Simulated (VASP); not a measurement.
# CaO (Fm-3m) in VASP: a series of runs

CaO is run at these levels: PBEsol; tasks: single point, relaxation of cell and atoms.

All numbers are computed with VASP 6.6.1; they aren't measurements. Logs are shortened: lines on timing, memory, paths and dates and some standing lists are left out, and cuts for length are marked.

### Step 1. The cell of the first run

It takes space group Fm-3m (No. 225, cubic). Conventional cell: a = 4.716 Å, b = 4.716 Å, c = 4.716 Å, α = 90.00°, β = 90.00°, γ = 90.00°. Ca (site symmetry m-3m) has 6 O at 2.36 Å within 3.1 Å. O (site symmetry m-3m) has 6 Ca at 2.36 Å within 3.1 Å.

### Step 2. Single point, PBEsol

Contents of INCAR:

```
PREC     = Accurate       # precision mode
ENCUT    = 520            # plane-wave cutoff, eV
EDIFF    = 1E-6           # SCF threshold, eV
ISMEAR   = 0              # smearing method
SIGMA    = 0.01           # smearing width, eV
LREAL    = F              # projectors in reciprocal space
LASPH    = T              # aspherical terms in the spheres
NELM     = 60             # most SCF steps
ALGO     = Normal         # electronic algorithm
ISIF     = 2              # what is computed and relaxed
LWAVE    = F              # write WAVECAR
LCHARG   = F              # write CHGCAR
GGA      = PS             # functional
NBANDS   = 15             # bands
```

Contents of KPOINTS:

```
regular mesh
0
Gamma
  10 10 10
```

Contents of POSCAR:

```
CaO
1.0
    0.0000000000      2.3580826148      2.3580826148
    2.3580826148      0.0000000000      2.3580826148
    2.3580826148      2.3580826148      0.0000000000
Ca O
1 1
Direct
    0.0000000000      0.0000000000      0.0000000000
    0.5000000000      0.5000000000      0.5000000000
```

Potentials or basis: VASP PAW PBE potentials, release 64 (Ca_sv, O).

On the command line:

```bash
$ cat potpaw_PBE.64/Ca_sv/POTCAR potpaw_PBE.64/O/POTCAR > POTCAR
$ mpirun -np 1 vasp_std > vasp.out
```

OUTCAR:

```text
PREC = Accurate
   ENCUT = 520
   EDIFF = 1E-6
   ISMEAR = 0
   LREAL = F
   LASPH = T
   NELM = 60
   ISIF = 2
   GGA = PS

 ion  position               nearest neighbor table
   1  0.000  0.000  0.000-   2 2.36   2 2.36   2 2.36   2 2.36   2 2.36   2 2.36
   2  0.500  0.500  0.500-   1 2.36   1 2.36   1 2.36   1 2.36   1 2.36   1 2.36

  LATTYP: Found a face centered cubic cell.
 ALAT       =     4.7161652296

  Lattice vectors:

 A1 = (   0.0000000000,   2.3580826148,   2.3580826148)
 A2 = (   2.3580826148,   0.0000000000,   2.3580826148)
 A3 = (   2.3580826148,   2.3580826148,   0.0000000000)

Analysis of symmetry for initial positions (statically):
=====================================================================
 Subroutine PRICEL returns:
 Original cell was already a primitive cell.

 Routine SETGRP: Setting up the symmetry group for a
 face centered cubic supercell.

 Subroutine GETGRP returns: Found 48 space group operations
 (whereof 48 operations were pure point group operations)
 out of a pool of 48 trial point group operations.

The static configuration has the point symmetry O_h .

Analysis of symmetry for dynamics (positions and initial velocities):
=====================================================================
 Subroutine PRICEL returns:
 Original cell was already a primitive cell.

 Routine SETGRP: Setting up the symmetry group for a
 face centered cubic supercell.

 Subroutine GETGRP returns: Found 48 space group operations
 (whereof 48 operations were pure point group operations)
 out of a pool of 48 trial point group operations.

The dynamic configuration has the point symmetry O_h .

 Subroutine INISYM returns: Found 48 space group operations
 (whereof 48 operations are pure point group operations),
 and found     1 'primitive' translations

----------------------------------------------------------------------------------------

                                     Primitive cell

  volume of cell :      26.2245

  direct lattice vectors                    reciprocal lattice vectors
     0.000000000  2.358082615  2.358082615    -0.212036676  0.212036676  0.212036676
     2.358082615  0.000000000  2.358082615     0.212036676 -0.212036676  0.212036676
     2.358082615  2.358082615  0.000000000     0.212036676  0.212036676 -0.212036676

  length of vectors
     3.334832415  3.334832415  3.334832415     0.367258296  0.367258296  0.367258296

  position of ions in fractional coordinates (direct lattice)
     0.000000000  0.000000000  0.000000000
     0.500000000  0.500000000  0.500000000

  ion indices of the primitive-cell ions
   primitive index   ion index
                 1           1
                 2           2

----------------------------------------------------------------------------------------

 KPOINTS: regular mesh

Automatic generation of k-mesh.
 Grid dimensions read from file:
 generate k-points for:   10   10   10

 Generating k-lattice:

  Cartesian coordinates                     Fractional coordinates (reciprocal lattice)
    -0.021203668  0.021203668  0.021203668     0.100000000  0.000000000  0.000000000
     0.021203668 -0.021203668  0.021203668     0.000000000  0.100000000  0.000000000
     0.021203668  0.021203668 -0.021203668     0.000000000  0.000000000  0.100000000

  Length of vectors
     0.036725830  0.036725830  0.036725830

  Shift w.r.t. Gamma in fractional coordinates (k-lattice)
     0.000000000  0.000000000  0.000000000

 Subroutine IBZKPT returns following result:
 ===========================================

 Found     47 irreducible k-points:

 Following reciprocal coordinates:
            Coordinates               Weight
  0.000000  0.000000  0.000000      1.000000
  0.100000  0.000000  0.000000      8.000000
  0.200000  0.000000  0.000000      8.000000
  0.300000  0.000000  0.000000      8.000000
  0.400000  0.000000  0.000000      8.000000
  0.500000  0.000000  0.000000      4.000000
[... 16 lines left out ...]
  0.300000  0.300000  0.000000      6.000000
  0.400000  0.300000  0.000000     24.000000
 [... further k-points ...]
   k-points           NKPTS =     47   k-points in BZ     NKDIM =     47   number of bands    NBANDS=     15
   number of dos      NEDOS =    301   number of ions     NIONS =      2
   total plane-waves  NPLWV =  21952
   dimension x,y,z NGX =    28 NGY =   28 NGZ =   28
   dimension x,y,z NGXF=    56 NGYF=   56 NGZF=   56
   ions per type =               1   1
   NGX,Y,Z   is equivalent  to a cutoff of  13.96, 13.96, 13.96 a.u.
   NGXF,Y,Z  is equivalent  to a cutoff of  27.92, 27.92, 27.92 a.u.
 SYSTEM =  unknown system
   PREC   = accura    normal or accurate (medium, high low for compatibility)
   ISTART =      0    job   : 0-new  1-cont  2-samecut
   ICHARG =      2    charge: 1-file 2-atom 10-const
   ISPIN  =      1    spin polarized calculation?
   LNONCOLLINEAR =      F non collinear calculations
   LSORBIT =      F    spin-orbit coupling
   LASPH  =      T    aspherical Exc in radial PAW
   ENCUT  =  520.0 eV  38.22 Ry    6.18 a.u.   6.20  6.20  6.20*2*pi/ulx,y,z
   NELM   =     60;   NELMIN=  2; NELMDL= -5     # of ELM steps
   EDIFF  = 0.1E-05   stopping-criterion for ELM
   LREAL  =      F    real-space projection
   EDIFFG = 0.1E-04   stopping-criterion for IOM
   NSW    =      0    number of steps for IOM
   IBRION =     -1    ionic relax: 0-MD 1-quasi-New 2-CG
   NFREE  =      0    steps in history (QN), initial steepest desc. (CG)
   ISIF   =      2    stress and relaxation
   ISYM   =      2    0-nonsym 1-usesym 2-fastsym
   POTIM  = 0.5000    time-step for ionic-motion
   TEBEG  =    0.0;   TEEND  =   0.0 temperature during run
   PSTRESS=    0.0 pullay stress
   NELECT =      16.0000    total number of electrons
   NUPDOWN=      -1.0000    fix difference up-down
   EMIN   =  10.00;   EMAX   =-10.00  energy-range for DOS
   EFERMI =   0.00;   METHOD = LEGACY
   ISMEAR =     0;   SIGMA  =   0.01  broadening in eV -4-tet -1-fermi 0-gaus
   EFERMI_NEDOS =   21; number of points for ismear=-14 and -15
   IALGO  =     38    algorithm
   IMIX   =      4    mixing-type and parameters
     AMIX     =   0.40;   BMIX     =  1.00
     AMIX_MAG =   1.60;   BMIX_MAG =  1.00
  volume/ion in A,a.u.               =      13.11        88.49
  Fermi-wavevector in a.u.,A,eV,Ry     =   1.388500  2.623884 26.231102  1.927932
  Thomas-Fermi vector in A             =   2.512620
   LORBIT       =      0    0 simple, 1 ext, 2 COOP (PROOUT), +10 PAW based schemes
   GGA     = PS    functional components
   LHFCALC =     F    Hartree Fock is set to
   AEXX    =    0.0000 exact exchange contribution
   IVDW    =     0    specifies the selected vdW correction
   LEPSILON=     F    determine dielectric tensor
   LRPA    =     F    only Hartree local field effects (RPA)
 non-spin polarized calculation
 Gauss-broadening in eV      SIGMA  =   0.01
  energy-cutoff  :      520.00
  volume of cell :       26.22
 maximum number of plane-waves:       725
 NGX is ok and might be reduce to    28
   NGX = 13   NGY = 13   NGZ = 13

 number of electron      15.9999998 magnetization

 Free energy of the ion-electron system (eV)
  ---------------------------------------------------
  ext. energy  EPLUGINS =         0.00000000
  ---------------------------------------------------
  free energy    TOTEN  =       -13.39551763 eV

  energy without entropy =      -13.39551763  energy(sigma->0) =      -13.39551763

 E-fermi :   2.6819     XC(G=0): -11.0219

 val. band max:        2.5280999072   @ k =   0.0000   0.0000   0.0000
 cond. band min:       6.0278237064   @ k =   0.5000   0.5000   0.0000
 fundamental gap:      3.4997237991
 Fermi energy:         2.6818827091

 k-point     1 :       0.0000    0.0000    0.0000
  band No.  band energies     occupation
      1     -34.6366      2.00000
      2     -15.4302      2.00000
      3     -15.4302      2.00000
      4     -15.4302      2.00000
      5     -13.0283      2.00000
      6       2.5281      2.00000
      7       2.5281      2.00000
      8       2.5281      2.00000
      9       7.5623      0.00000
     10       8.8484      0.00000
     11       8.8484      0.00000
     12       8.8484      0.00000
     13      10.4890      0.00000
     14      10.4890      0.00000
     15      17.7036      0.00000

 k-point     2 :       0.1000    0.0000    0.0000
  band No.  band energies     occupation
      1     -34.6236      2.00000
      2     -15.6315      2.00000
      3     -15.4363      2.00000
      4     -15.4363      2.00000
      5     -12.8219      2.00000
      6       2.1447      2.00000
      7       2.3709      2.00000
      8       2.3709      2.00000
      9       8.0334      0.00000
     10       8.8115      0.00000
     11       9.0357      0.00000
     12       9.0357      0.00000
     13      10.7578      0.00000
     14      10.7578      0.00000
     15      18.1680      0.00000

 k-point     3 :       0.2000    0.0000    0.0000
  band No.  band energies     occupation
      1     -34.5894      2.00000
      2     -16.0571      2.00000
      3     -15.4524      2.00000
      4     -15.4524      2.00000
      5     -12.3831      2.00000
      6       1.3204      2.00000
      7       1.9965      2.00000
      8       1.9965      2.00000
      9       8.7723      0.00000
     10       9.1754      0.00000
     11       9.5539      0.00000
     12       9.5539      0.00000
     13      11.4515      0.00000
     14      11.4515      0.00000
     15      18.9409      0.00000

 k-point     4 :       0.3000    0.0000    0.0000
  band No.  band energies     occupation
      1     -34.5467      2.00000
      2     -16.4761      2.00000
      3     -15.4720      2.00000
      4     -15.4720      2.00000
      5     -11.9452      2.00000
      6       0.4906      2.00000
      7       1.5899      2.00000
      8       1.5899      2.00000
      9       9.0578      0.00000
     10      10.2704      0.00000
     11      10.2704      0.00000
     12      10.3191      0.00000
     13      12.3285      0.00000
     14      12.3285      0.00000
     15      18.6511      0.00000
[... 307 lines left out ...]
 k-point    22 :      -0.2000    0.2000    0.0000
  band No.  band energies     occupation
      1     -34.5326      2.00000
      2     -16.4030      2.00000
      3     -15.6518      2.00000
      4     -15.4587      2.00000
      5     -11.9778      2.00000
      6       0.4847      2.00000
      7       1.4213      2.00000
      8       1.8759      2.00000
      9       8.7813      0.00000
     10      10.0072      0.00000
     11      10.0524      0.00000
     12      10.9884      0.00000
     13      12.5751      0.00000
     14      12.8935      0.00000
     15      19.0747      0.00000

 k-point    23 :       0.3000    0.3000    0.0000
  band No.  band energies     occupation
      1     -34.5191      2.00000
      2     -16.1983      2.00000
      3     -15.6169      2.00000
      4     -15.6169      2.00000
      5     -12.3745      2.00000
      6       0.6858      2.00000
      7       2.1812      2.00000
      8       2.1812      2.00000
      9       6.7828      0.00000
     10       9.9526      0.00000
     11      11.2889      0.00000
     12      11.4394      0.00000
     13      11.4394      0.00000
     14      13.4299      0.00000
     15      20.4935      0.00000

 k-point    24 :       0.4000    0.3000    0.0000
  band No.  band energies     occupation
      1     -34.4924      2.00000
      2     -16.2688      2.00000
      3     -15.6807      2.00000
      4     -15.6451      2.00000
      5     -12.3936      2.00000
      6       0.7789      2.00000
      7       1.9526      2.00000
      8       2.0604      2.00000
      9       6.7540      0.00000
     10      10.5521      0.00000
     11      11.6517      0.00000
     12      11.7717      0.00000
     13      11.9106      0.00000
     14      13.8201      0.00000
     15      18.7644      0.00000

 [... further k-points ...]
[... 5 lines left out ...]
  --------------------------------------------------------------------------------------
  -------------------------------------------------------------------------------------
  Total        0.7694463      0.7694463      0.7694463      0.0000000     -0.0000000     -0.0000000
  in kB       47.0090931     47.0090931     47.0090931      0.0000000     -0.0000000     -0.0000000
  external PRESSURE =      47.0090931 kB  Pullay stress =       0.0000000 kB

 VOLUME and BASIS-vectors are now :
 -----------------------------------------------------------------------------
  energy-cutoff  :      520.00
  volume of cell :       26.22
      direct lattice vectors                 reciprocal lattice vectors
     0.000000000  2.358082615  2.358082615    -0.212036676  0.212036676  0.212036676
     2.358082615  0.000000000  2.358082615     0.212036676 -0.212036676  0.212036676
     2.358082615  2.358082615  0.000000000     0.212036676  0.212036676 -0.212036676

 POSITION                                       TOTAL-FORCE (eV/Angst)
 -----------------------------------------------------------------------------------
      0.00000      0.00000      0.00000        -0.000000     -0.000000     -0.000000
      2.35808      2.35808      2.35808         0.000000      0.000000      0.000000
 -----------------------------------------------------------------------------------
    total drift:                                0.000000      0.000000      0.000000

  FREE ENERGIE OF THE ION-ELECTRON SYSTEM (eV)
  ---------------------------------------------------
  free  energy   TOTEN  =       -13.3955176342 eV

  energy  without entropy=      -13.3955176342  energy(sigma->0) =      -13.39551763
```

It took 26 s on 1 thread of AMD EPYC 7R13, shared host; peak memory 0.14 GiB.

Results:

```yaml
Free_energy: -13.3955 eV
Pressure: 4.7 GPa
Band_gap_on_the_k_mesh: 3.50 eV (least direct gap 3.86 eV)
```

Caveat: the cell stands under pressure; the PAW data sets were made with another functional, which shifts forces and pressure a little. A k mesh can miss the band edges.

### Step 3. Relaxation of cell and atoms, PBEsol, target pressure 1 GPa, at which the enthalpy is minimised

This run uses another cell than the first one, of 13.54 Å³/atom.

Contents of INCAR:

```
SYSTEM = CaO
PREC = Accurate
ENCUT = 600
EDIFF = 1E-6
ISMEAR = 0
SIGMA = 0.01
LREAL = .False.
LASPH = .True.
NELM = 60
ALGO = Normal
ISIF = 3
LWAVE = .False.
LCHARG = .False.
GGA = PS
IBRION = 2
NSW = 100
EDIFFG = -0.002
PSTRESS = 10.0
```

Contents of KPOINTS:

```
regular mesh
0
Gamma
  10 10 10
  0 0 0
```

Contents of POSCAR:

```
CaO
1.0
    0.0000000000      2.3835738961      2.3835738961
    2.3835738961      0.0000000000      2.3835738961
    2.3835738961      2.3835738961      0.0000000000
Ca O
1 1
Direct
    0.0000000000      0.0000000000      0.0000000000
    0.5000000000      0.5000000000      0.5000000000
```

Potentials or basis: VASP PAW PBE potentials, release 64 (Ca_sv, O).

On the command line:

```bash
$ cat potpaw_PBE.64/Ca_sv/POTCAR potpaw_PBE.64/O/POTCAR > POTCAR
$ mpirun -np 1 vasp_std > vasp.out
```

Run time: 54 s. Hardware: 1 thread of AMD EPYC 7R13, shared host; peak memory 0.15 GiB.

Results (log left out):

```yaml
Free_energy: -13.4128 eV
Relaxed_volume: 13.50 Å³/atom
Relaxed_cell: a = 3.367 Å, b = 3.367 Å, c = 3.367 Å, α = 60.00°, β = 60.00°, γ = 60.00°
Space_group_after_relaxing_to_0.1_Å: Fm-3m (No. 225)
Energy_change_on_relaxing_the_run_minimises_the_enthalpy: +0.2 meV/atom
Ionic_steps: 4
Pressure_after_relaxing: 1.0 GPa
Band_gap_on_the_k_mesh: 3.52 eV (least direct gap 3.89 eV)
```

Step by step:
```
step  energy change (eV)  largest force (eV/Å)  pressure (GPa)  volume (Å³)
   1              0.0000                0.0000            0.57        27.08
   2              0.0008                0.0000            1.20        26.94
   3              0.0005                0.0000            1.03        26.99
   4              0.0004                0.0000            1.02        26.99
```

Final structure:
```
Ca O
1.0
     0.00000    2.38085    2.38085
     2.38085    0.00000    2.38085
     2.38085    2.38085    0.00000
Ca O
1 1
Direct
  0.00000 0.00000 0.00000
  0.50000 0.50000 0.50000
```

Levels at points of the mesh, in eV from the valence-band top:
| k point | band 5 | band 6 | band 7 | band 8 | band 9 | band 10 | band 11 | band 12 |
| --- | --- | --- | --- | --- | --- | --- | --- | --- |
| (0.00, 0.00, 0.00) | -15.50 | 0.00 | 0.00 | 0.00 | 4.79 | 6.26 | 6.26 | 6.26 |
| (0.50, 0.00, 0.00) | -14.13 | -2.76 | -1.28 | -1.28 | 7.15 | 8.53 | 8.53 | 8.55 |
| (0.50, 0.50, 0.00) | -15.26 | -1.31 | -0.37 | -0.37 | 3.52 | 8.25 | 9.09 | 9.79 |

Caveat: the cell is relaxed towards a set pressure, so the run minimises the enthalpy, not the energy; the PAW data sets were made with another functional, which shifts forces and pressure a little.

(Part 1 of 2 ends here.)
